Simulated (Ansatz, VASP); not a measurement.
Two plane-wave programs on SiO

```
Si O
1.0
     0.00000    2.43364    2.43364
     2.43364    0.00000    2.43364
     2.43364    2.43364    0.00000
Si O
1 1
Direct
  0.75000 0.75000 0.75000
  0.00000 0.00000 0.00000
```

Alike in both runs: task single point; functional PBE-based screened hybrid with a share of 0.25 of exact exchange and HFSCREEN = 0.15; k mesh 5 × 5 × 5; occupations fermi-dirac, width 0.05 eV; no spin polarisation.

|  | VASP | Ansatz |
| --- | --- | --- |
| version | VASP 6.6.1 | Ansatz 0.2.0 |
| potentials or method | VASP PAW PBE potentials, release 64 (Si, O) | Ansatz PAW |
| plane-wave cutoff (eV) | 520 | 420 |
| valence electrons in the cell | 10 | 10 |

```tsv
	VASP	Ansatz	Ansatz less VASP
gap on the k mesh at the Fermi level (eV)	0.38	0.38	-0.002
least direct gap on the mesh (eV)	1.13	1.12	-0.013
pressure (GPa)	-1.2	-1.2	-0.03
```

VASP's potentials were made for PBE, not for PBE-based screened hybrid. The functional is the same, so the differences come from potentials, cutoffs and numerics.

The k mesh is coarse, so the values compare programs but aren't converged. Noted on Ansatz's run: odd divisions of the mesh miss points on the zone boundary, where band edges often lie, so the gap on the mesh can be too wide.
